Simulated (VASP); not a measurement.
A run of VASP 6.6.1 is set up as follows.

Contents of INCAR:

```
SYSTEM = Hg
PREC = Accurate
ENCUT = 520
EDIFF = 1E-8
ISMEAR = -1
SIGMA = 0.05
LREAL = .False.
LASPH = .True.
NELM = 80
ALGO = Normal
ISIF = 2
LWAVE = .False.
LCHARG = .False.
GGA = PS
LEFG = .True.
NBANDS = 25
```

Contents of KPOINTS:

```
Automatic mesh
0
Gamma
  8 8 9
  0 0 0
```

POSCAR

```
Hg
1.0
    4.5095312905      0.0000000000      0.0000000000
   -2.2547656452      3.9053686567      0.0000000000
    0.0000000000      0.0000000000      3.8440260630
Hg
3
Direct
    0.3333333333      0.6666666667      0.5000000000
    0.0000000000      0.0000000000      0.0000000000
    0.6666666667      0.3333333333      0.5000000000
```

Potentials or basis: VASP PAW PBE potentials, release 64 (Hg).

Command:

```console
$ cat potpaw_PBE.64/Hg/POTCAR > POTCAR
$ mpirun -np 1 vasp_std > vasp.out
```

Predict the pressure.

10.4 GPa.

Estimate the band gap on the k mesh.

zero (band 18 reaches 7.39 eV, above the bottom of band 19 at 2.08 eV).

Electric field gradients, principal values (V/Å²):
```tsv
atom	least	middle	greatest (by size)
1 Hg	-175.296	-175.297	350.593
2 Hg	-18.099	-18.100	36.199
3 Hg	-175.296	-175.297	350.593
```

Caveat: without QUAD_EFG the Cq values of the log hold for a quadrupole moment of 1 mb, not for the nuclei; the PAW data sets were made with another functional, which shifts forces and pressure a little; spin-orbit coupling is left out, which moves the levels of the heavy elements.
